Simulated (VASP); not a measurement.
# AlN (F-43m) in VASP: further runs

The runs below take AlN through single point, with LDA.

Program: VASP 6.6.1. These are calculated values, not measurements. Logs are shortened: lines on timing, memory, paths and dates and some standing lists are left out, and cuts for length are marked.

**1. The cell of the first run**

Symmetry: F-43m, No. 216, cubic system. Conventional cell: a = 4.397 Å, b = 4.397 Å, c = 4.397 Å, α = 90.00°, β = 90.00°, γ = 90.00°. Al (site symmetry -43m) has 4 N at 1.90 Å within 2.5 Å. Within 2.5 Å of N (site symmetry -43m) lie 4 Al at 1.90 Å.

**2. Single point, LDA**

INCAR

```
PREC = Accurate ; ENCUT = 520
EDIFF = 1E-7 ; ISMEAR = 0
SIGMA = 0.01 ; LREAL = False
LASPH = True ; NELM = 80
ALGO = Normal ; ISIF = 2
LWAVE = False ; LCHARG = False
GGA = CA ; NBANDS = 11
```

KPOINTS

```
regular mesh
0
Gamma
  8 8 8
```

POSCAR

```
AlN
1.0
    0.0000000000      2.1984579579      2.1984579579
    2.1984579579      0.0000000000      2.1984579579
    2.1984579579      2.1984579579      0.0000000000
Al N
1 1
Direct
    0.0000000000      0.0000000000      0.0000000000
    0.7500000000      0.7500000000      0.7500000000
```

Potentials or basis: VASP PAW LDA potentials, release 64 (Al, N).

The run is started by

```
> cat potpaw_LDA.64/Al/POTCAR potpaw_LDA.64/N/POTCAR > POTCAR
> mpirun -np 1 vasp_std > vasp.out
```

OUTCAR:

```text
PREC = Accurate
   ENCUT = 520
   EDIFF = 1E-7
   ISMEAR = 0
   LREAL = False
   LASPH = True
   NELM = 80
   ISIF = 2
   GGA = CA

 ion  position               nearest neighbor table
   1  0.000  0.000  0.000-   2 1.90   2 1.90   2 1.90   2 1.90
   2  0.750  0.750  0.750-   1 1.90   1 1.90   1 1.90   1 1.90

  LATTYP: Found a face centered cubic cell.
 ALAT       =     4.3969159158

  Lattice vectors:

 A1 = (   0.0000000000,   2.1984579579,   2.1984579579)
 A2 = (   2.1984579579,   0.0000000000,   2.1984579579)
 A3 = (   2.1984579579,   2.1984579579,   0.0000000000)

Analysis of symmetry for initial positions (statically):
=====================================================================
 Subroutine PRICEL returns:
 Original cell was already a primitive cell.

 Routine SETGRP: Setting up the symmetry group for a
 face centered cubic supercell.

 Subroutine GETGRP returns: Found 24 space group operations
 (whereof 24 operations were pure point group operations)
 out of a pool of 48 trial point group operations.

The static configuration has the point symmetry T_d .

Analysis of symmetry for dynamics (positions and initial velocities):
=====================================================================
 Subroutine PRICEL returns:
 Original cell was already a primitive cell.

 Routine SETGRP: Setting up the symmetry group for a
 face centered cubic supercell.

 Subroutine GETGRP returns: Found 24 space group operations
 (whereof 24 operations were pure point group operations)
 out of a pool of 48 trial point group operations.

The dynamic configuration has the point symmetry T_d .

 Subroutine INISYM returns: Found 24 space group operations
 (whereof 24 operations are pure point group operations),
 and found     1 'primitive' translations

----------------------------------------------------------------------------------------

                                     Primitive cell

  volume of cell :      21.2513

  direct lattice vectors                    reciprocal lattice vectors
     0.000000000  2.198457958  2.198457958    -0.227432141  0.227432141  0.227432141
     2.198457958  0.000000000  2.198457958     0.227432141 -0.227432141  0.227432141
     2.198457958  2.198457958  0.000000000     0.227432141  0.227432141 -0.227432141

  length of vectors
     3.109089060  3.109089060  3.109089060     0.393924023  0.393924023  0.393924023

  position of ions in fractional coordinates (direct lattice)
     0.000000000  0.000000000  0.000000000
     0.750000000  0.750000000  0.750000000

  ion indices of the primitive-cell ions
   primitive index   ion index
                 1           1
                 2           2

----------------------------------------------------------------------------------------

 KPOINTS: regular mesh

Automatic generation of k-mesh.
 Grid dimensions read from file:
 generate k-points for:    8    8    8

 Generating k-lattice:

  Cartesian coordinates                     Fractional coordinates (reciprocal lattice)
    -0.028429018  0.028429018  0.028429018     0.125000000  0.000000000  0.000000000
     0.028429018 -0.028429018  0.028429018     0.000000000  0.125000000  0.000000000
     0.028429018  0.028429018 -0.028429018     0.000000000  0.000000000  0.125000000

  Length of vectors
     0.049240503  0.049240503  0.049240503

  Shift w.r.t. Gamma in fractional coordinates (k-lattice)
     0.000000000  0.000000000  0.000000000

 Subroutine IBZKPT returns following result:
 ===========================================

 Found     29 irreducible k-points:

 Following reciprocal coordinates:
            Coordinates               Weight
  0.000000  0.000000  0.000000      1.000000
  0.125000  0.000000  0.000000      8.000000
  0.250000  0.000000  0.000000      8.000000
  0.375000  0.000000  0.000000      8.000000
  0.500000  0.000000  0.000000      4.000000
  0.125000  0.125000  0.000000      6.000000
[... 16 lines left out ...]
  0.500000  0.250000  0.125000     48.000000
 -0.375000  0.250000  0.125000     24.000000
 [... further k-points ...]
   k-points           NKPTS =     29   k-points in BZ     NKDIM =     29   number of bands    NBANDS=     11
   number of dos      NEDOS =    301   number of ions     NIONS =      2
   total plane-waves  NPLWV =  13824
   dimension x,y,z NGX =    24 NGY =   24 NGZ =   24
   dimension x,y,z NGXF=    48 NGYF=   48 NGZF=   48
   ions per type =               1   1
   NGX,Y,Z   is equivalent  to a cutoff of  12.83, 12.83, 12.83 a.u.
   NGXF,Y,Z  is equivalent  to a cutoff of  25.67, 25.67, 25.67 a.u.
 SYSTEM =  unknown system
   PREC   = accura    normal or accurate (medium, high low for compatibility)
   ISTART =      0    job   : 0-new  1-cont  2-samecut
   ICHARG =      2    charge: 1-file 2-atom 10-const
   ISPIN  =      1    spin polarized calculation?
   LNONCOLLINEAR =      F non collinear calculations
   LSORBIT =      F    spin-orbit coupling
   LASPH  =      T    aspherical Exc in radial PAW
   ENCUT  =  520.0 eV  38.22 Ry    6.18 a.u.   5.78  5.78  5.78*2*pi/ulx,y,z
   NELM   =     80;   NELMIN=  2; NELMDL= -5     # of ELM steps
   EDIFF  = 0.1E-06   stopping-criterion for ELM
   LREAL  =      F    real-space projection
   EDIFFG = 0.1E-05   stopping-criterion for IOM
   NSW    =      0    number of steps for IOM
   IBRION =     -1    ionic relax: 0-MD 1-quasi-New 2-CG
   NFREE  =      0    steps in history (QN), initial steepest desc. (CG)
   ISIF   =      2    stress and relaxation
   ISYM   =      2    0-nonsym 1-usesym 2-fastsym
   POTIM  = 0.5000    time-step for ionic-motion
   TEBEG  =    0.0;   TEEND  =   0.0 temperature during run
   PSTRESS=    0.0 pullay stress
   NELECT =       8.0000    total number of electrons
   NUPDOWN=      -1.0000    fix difference up-down
   EMIN   =  10.00;   EMAX   =-10.00  energy-range for DOS
   EFERMI =   0.00;   METHOD = LEGACY
   ISMEAR =     0;   SIGMA  =   0.01  broadening in eV -4-tet -1-fermi 0-gaus
   EFERMI_NEDOS =   21; number of points for ismear=-14 and -15
   IALGO  =     38    algorithm
   IMIX   =      4    mixing-type and parameters
     AMIX     =   0.40;   BMIX     =  1.00
     AMIX_MAG =   1.60;   BMIX_MAG =  1.00
  volume/ion in A,a.u.               =      10.63        71.71
  Fermi-wavevector in a.u.,A,eV,Ry     =   1.182070  2.233789 19.011289  1.397290
  Thomas-Fermi vector in A             =   2.318332
   LORBIT       =      0    0 simple, 1 ext, 2 COOP (PROOUT), +10 PAW based schemes
   GGA     = CA    functional components
   LHFCALC =     F    Hartree Fock is set to
   AEXX    =    0.0000 exact exchange contribution
   IVDW    =     0    specifies the selected vdW correction
   LEPSILON=     F    determine dielectric tensor
   LRPA    =     F    only Hartree local field effects (RPA)
 non-spin polarized calculation
 Gauss-broadening in eV      SIGMA  =   0.01
  energy-cutoff  :      520.00
  volume of cell :       21.25
 maximum number of plane-waves:       588
   NGX = 11   NGY = 11   NGZ = 11

 number of electron       8.0000002 magnetization

 Free energy of the ion-electron system (eV)
  ---------------------------------------------------
  ext. energy  EPLUGINS =         0.00000000
  ---------------------------------------------------
  free energy    TOTEN  =       -16.36012413 eV

  energy without entropy =      -16.36012413  energy(sigma->0) =      -16.36012413

 E-fermi :   5.6657     XC(G=0): -11.1802

 val. band max:        5.5227214451   @ k =   0.0000   0.0000   0.0000
 cond. band min:       8.7364991057   @ k =   0.5000   0.5000   0.0000
 fundamental gap:      3.2137776606
 Fermi energy:         5.6656649686

 k-point     1 :       0.0000    0.0000    0.0000
  band No.  band energies     occupation
      1      -9.1854      2.00000
      2       5.5227      2.00000
      3       5.5227      2.00000
      4       5.5227      2.00000
      5       9.5821      0.00000
      6      17.6644      0.00000
      7      17.6644      0.00000
      8      17.6644      0.00000
      9      22.8908      0.00000
     10      22.8908      0.00000
     11      24.2375      0.00000

 k-point     2 :       0.1250    0.0000    0.0000
  band No.  band energies     occupation
      1      -8.9588      2.00000
      2       4.3514      2.00000
      3       5.4433      2.00000
      4       5.4433      2.00000
      5      10.5060      0.00000
      6      17.1043      0.00000
      7      17.8348      0.00000
      8      17.8348      0.00000
      9      21.3739      0.00000
     10      21.3739      0.00000
     11      23.1938      0.00000

 k-point     3 :       0.2500    0.0000    0.0000
  band No.  band energies     occupation
      1      -8.3347      2.00000
      2       2.2875      2.00000
      3       5.2648      2.00000
      4       5.2648      2.00000
      5      11.7785      0.00000
      6      16.1382      0.00000
      7      17.4852      0.00000
      8      17.4852      0.00000
      9      21.4450      0.00000
     10      21.4450      0.00000
     11      22.3723      0.00000

 k-point     4 :       0.3750    0.0000    0.0000
  band No.  band energies     occupation
      1      -7.5410      2.00000
      2       0.4731      2.00000
      3       5.1025      2.00000
      4       5.1025      2.00000
      5      12.4446      0.00000
      6      15.4251      0.00000
      7      16.6895      0.00000
      8      16.6895      0.00000
      9      22.5983      0.00000
     10      23.3856      0.00000
     11      23.3856      0.00000
[... 239 lines left out ...]
 k-point    22 :       0.3750    0.2500    0.1250
  band No.  band energies     occupation
      1      -7.8317      2.00000
      2       1.9862      2.00000
      3       4.0434      2.00000
      4       4.9172      2.00000
      5      12.1558      0.00000
      6      15.7023      0.00000
      7      16.0435      0.00000
      8      18.4247      0.00000
      9      19.7707      0.00000
     10      24.1894      0.00000
     11      26.7489      0.00000

 k-point    23 :       0.5000    0.2500    0.1250
  band No.  band energies     occupation
      1      -7.1453      2.00000
      2       0.9251      2.00000
      3       3.4519      2.00000
      4       4.5888      2.00000
      5      12.3958      0.00000
      6      14.8529      0.00000
      7      16.6796      0.00000
      8      18.0546      0.00000
      9      21.1234      0.00000
     10      24.6599      0.00000
     11      26.8339      0.00000

 k-point    24 :      -0.3750    0.2500    0.1250
  band No.  band energies     occupation
      1      -6.8017      2.00000
      2       0.4008      2.00000
      3       3.2983      2.00000
      4       4.4029      2.00000
      5      12.4543      0.00000
      6      14.4695      0.00000
      7      17.3163      0.00000
      8      17.8494      0.00000
      9      22.1988      0.00000
     10      23.8557      0.00000
     11      27.0602      0.00000

 [... further k-points ...]
[... 5 lines left out ...]
  --------------------------------------------------------------------------------------
  -------------------------------------------------------------------------------------
  Total       -0.9052262     -0.9052262     -0.9052262     -0.0000000     -0.0000000     -0.0000000
  in kB      -68.2469408    -68.2469408    -68.2469408     -0.0000000     -0.0000000     -0.0000000
  external PRESSURE =     -68.2469408 kB  Pullay stress =       0.0000000 kB

 VOLUME and BASIS-vectors are now :
 -----------------------------------------------------------------------------
  energy-cutoff  :      520.00
  volume of cell :       21.25
      direct lattice vectors                 reciprocal lattice vectors
     0.000000000  2.198457958  2.198457958    -0.227432141  0.227432141  0.227432141
     2.198457958  0.000000000  2.198457958     0.227432141 -0.227432141  0.227432141
     2.198457958  2.198457958  0.000000000     0.227432141  0.227432141 -0.227432141

 POSITION                                       TOTAL-FORCE (eV/Angst)
 -----------------------------------------------------------------------------------
      0.00000      0.00000      0.00000        -0.000000     -0.000000     -0.000000
      3.29769      3.29769      3.29769         0.000000      0.000000      0.000000
 -----------------------------------------------------------------------------------
    total drift:                                0.000000      0.000000      0.000000

  FREE ENERGIE OF THE ION-ELECTRON SYSTEM (eV)
  ---------------------------------------------------
  free  energy   TOTEN  =       -16.3601241274 eV

  energy  without entropy=      -16.3601241274  energy(sigma->0) =      -16.36012413
```

It took 4.2 s on 1 thread of Intel Xeon 6975P-C, shared host; peak memory 0.12 GiB.

Results:

| Property | Result |
| --- | --- |
| Free energy | -16.3601 eV |
| Pressure | -6.8 GPa |
| Band gap on the k mesh | 3.21 eV, indirect (least direct gap 4.06 eV) |

Levels at points of the mesh, in eV from the valence-band top:
```tsv
k point	band 2	band 3	band 4	band 5	band 6	band 7
(0.00, 0.00, 0.00)	0.00	0.00	0.00	4.06	12.14	12.14
(0.50, 0.00, 0.00)	-5.83	-0.48	-0.48	7.09	9.63	10.84
(0.50, 0.50, 0.00)	-4.90	-1.77	-1.77	3.21	8.29	13.49
```

A k mesh can miss the band edges.

**3. Single point, LDA**

This run uses another cell than the first one, of 10.83 Å³/atom, 1.020 times its volume.

INCAR

```
PREC = Accurate
ENCUT = 520
EDIFF = 1E-6
ISMEAR = 0
SIGMA = 0.01
LREAL = False
LASPH = True
NELM = 80
ALGO = Normal
ISIF = 2
LWAVE = False
LCHARG = True
GGA = CA
LELF = True
LVHAR = True
NBANDS = 11
```

KPOINTS is that of step 2.

POSCAR

```
AlN
1.0
    0.0000000000      2.2127340590      2.2127340590
    2.2127340590      0.0000000000      2.2127340590
    2.2127340590      2.2127340590      0.0000000000
Al N
1 1
Direct
    0.0000000000      0.0000000000      0.0000000000
    0.7500000000      0.7500000000      0.7500000000
```

Potentials or basis: VASP PAW LDA potentials, release 64 (Al, N).

The run is started by

```
> cat potpaw_LDA.64/Al/POTCAR potpaw_LDA.64/N/POTCAR > POTCAR
> mpirun -np 1 vasp_std > vasp.out
```

It took 4.3 s on 1 thread of Intel Xeon 6975P-C, shared host; peak memory 0.12 GiB.

It converged, with:

| Property | Result |
| --- | --- |
| Free energy | -16.3381 eV |
| Pressure | -10.3 GPa |
| Band gap on the k mesh | 3.20 eV, indirect (least direct gap 3.89 eV) |

Levels at points of the mesh, in eV from the valence-band top:
```
           k point  band 2  band 3  band 4  band 5  band 6  band 7
(0.00, 0.00, 0.00)    0.00    0.00    0.00    3.89   11.96   11.96
(0.50, 0.00, 0.00)   -5.75   -0.48   -0.48    6.92    9.50   10.72
(0.50, 0.50, 0.00)   -4.84   -1.75   -1.75    3.20    8.17   13.24
```

A k mesh can miss the band edges. A hybrid or GW would open this gap; LDA tends to underestimate it.

**4. Single point, LDA**

This run uses another cell than the first one, of 11.04 Å³/atom, 1.039 times its volume.

INCAR

```
SYSTEM = AlN
  PREC = Accurate
  ENCUT = 520
  EDIFF = 1E-6
  ISMEAR = 0
  SIGMA = 0.01
  LREAL = .FALSE.
  LASPH = .TRUE.
  NELM = 60
  ALGO = Normal
  ISIF = 2
  LWAVE = .FALSE.
  LCHARG = .TRUE.
  GGA = CA
  LELF = .TRUE.
  LVHAR = .TRUE.
  NBANDS = 11
```

KPOINTS

```
Automatic mesh
0
G
  8 8 8
  0 0 0
```

POSCAR

```
AlN
1.0
    0.0000000000      2.2268282865      2.2268282865
    2.2268282865      0.0000000000      2.2268282865
    2.2268282865      2.2268282865      0.0000000000
Al N
1 1
Direct
    0.0000000000      0.0000000000      0.0000000000
    0.7500000000      0.7500000000      0.7500000000
```

Potentials or basis: VASP PAW LDA potentials, release 64 (Al, N).

The run is started by

```
> cat potpaw_LDA.64/Al/POTCAR potpaw_LDA.64/N/POTCAR > POTCAR
> mpirun -np 1 vasp_std > vasp.out
```

OUTCAR:

```text
SYSTEM = AlN
   PREC = Accurate
   ENCUT = 520
   EDIFF = 1E-6
   ISMEAR = 0
   LREAL = .FALSE.
   LASPH = .TRUE.
   NELM = 60
   ISIF = 2
   GGA = CA

 ion  position               nearest neighbor table
   1  0.000  0.000  0.000-   2 1.93   2 1.93   2 1.93   2 1.93
   2  0.750  0.750  0.750-   1 1.93   1 1.93   1 1.93   1 1.93

  LATTYP: Found a face centered cubic cell.
 ALAT       =     4.4536565730

  Lattice vectors:

 A1 = (   0.0000000000,   2.2268282865,   2.2268282865)
 A2 = (   2.2268282865,   0.0000000000,   2.2268282865)
 A3 = (   2.2268282865,   2.2268282865,   0.0000000000)
[... 512 lines left out ...]
      7      16.5818      0.00000
      8      17.1818      0.00000
      9      21.3694      0.00000
     10      23.0865      0.00000
     11      26.1776      0.00000

 [... further k-points ...]
[... 5 lines left out ...]
  --------------------------------------------------------------------------------------
  -------------------------------------------------------------------------------------
  Total       -1.8432462     -1.8432462     -1.8432462      0.0000000      0.0000000     -0.0000000
  in kB     -133.7222687   -133.7222687   -133.7222687      0.0000000      0.0000000     -0.0000000
  external PRESSURE =    -133.7222687 kB  Pullay stress =       0.0000000 kB

 VOLUME and BASIS-vectors are now :
 -----------------------------------------------------------------------------
  energy-cutoff  :      520.00
  volume of cell :       22.08
      direct lattice vectors                 reciprocal lattice vectors
     0.000000000  2.226828286  2.226828286    -0.224534601  0.224534601  0.224534601
     2.226828286  0.000000000  2.226828286     0.224534601 -0.224534601  0.224534601
     2.226828286  2.226828286  0.000000000     0.224534601  0.224534601 -0.224534601

 POSITION                                       TOTAL-FORCE (eV/Angst)
 -----------------------------------------------------------------------------------
      0.00000      0.00000      0.00000        -0.000000     -0.000000     -0.000000
      3.34024      3.34024      3.34024         0.000000      0.000000      0.000000
 -----------------------------------------------------------------------------------
    total drift:                               -0.000000     -0.000000      0.000000

  FREE ENERGIE OF THE ION-ELECTRON SYSTEM (eV)
  ---------------------------------------------------
  free  energy   TOTEN  =       -16.3075295469 eV

  energy  without entropy=      -16.3075295469  energy(sigma->0) =      -16.30752955
```

OSZICAR:

```text
N       E                     dE             d eps       ncg     rms          rms(c)
DAV:   1     0.990427776438E+01    0.99043E+01   -0.37750E+03   646   0.591E+02
DAV:   2    -0.178033796163E+02   -0.27708E+02   -0.26786E+02   766   0.131E+02
DAV:   3    -0.187132734602E+02   -0.90989E+00   -0.90870E+00   773   0.214E+01
DAV:   4    -0.187177020895E+02   -0.44286E-02   -0.44284E-02   719   0.179E+00
DAV:   5    -0.187177401974E+02   -0.38108E-04   -0.38108E-04   764   0.161E-01    0.837E+00
DAV:   6    -0.163784954707E+02    0.23392E+01   -0.12949E+01   704   0.172E+01    0.290E+00
DAV:   7    -0.163374093263E+02    0.41086E-01   -0.96959E-02   728   0.242E+00    0.189E+00
DAV:   8    -0.163083755403E+02    0.29034E-01   -0.38328E-02   710   0.173E+00    0.441E-01
DAV:   9    -0.163075226954E+02    0.85284E-03   -0.27532E-03   752   0.317E-01    0.191E-01
DAV:  10    -0.163075347977E+02   -0.12102E-04   -0.17171E-04   707   0.924E-02    0.553E-02
DAV:  11    -0.163075296482E+02    0.51495E-05   -0.52104E-06   746   0.190E-02    0.124E-02
DAV:  12    -0.163075295469E+02    0.10128E-06   -0.16403E-07   406   0.295E-03
   1 F= -.16307530E+02 E0= -.16307530E+02  d E =-.232172E-81
```

stdout:

```text
POSCAR found type information on POSCAR AlN
 POSCAR found :  2 types and       2 ions
 scaLAPACK will be used
 LDA part: xc-table for (Slater(with rela. corr.)+CA(PZ))
 , standard interpolation
 POSCAR, INCAR and KPOINTS ok, starting setup
 FFT: planning ... GRIDC
 FFT: planning ... GRID_SOFT
 FFT: planning ... GRID
 WAVECAR not read
 entering main loop
```

It took 4.3 s on 1 thread of Intel Xeon 6975P-C, shared host; peak memory 0.12 GiB.

What came out:

```yaml
Free_energy: -16.3075 eV
Pressure: -13.4 GPa
Band_gap_on_the_k_mesh: 3.20 eV, indirect (least direct gap 3.73 eV)
```

A k mesh can miss the band edges. LDA gaps usually lie below the measured ones, often by a third to a half.

**5. Summary**

```tsv
cell	gap on the mesh (eV)	pressure (GPa)
a = 3.109 Å, angles 60.0°, 2 atoms	3.21	-6.8
a = 3.129 Å, angles 60.0°, 2 atoms	3.20	-10.3
a = 3.149 Å, angles 60.0°, 2 atoms	3.20	-13.4
```

Alike in all rows: task single point; level LDA; potentials or basis VASP PAW LDA potentials, release 64 (Al, N); no spin polarisation; k mesh 8 × 8 × 8; cutoff (eV) 520; smearing gaussian 0.01 eV.

Absolute energies hang on the potentials; compare differences alone.
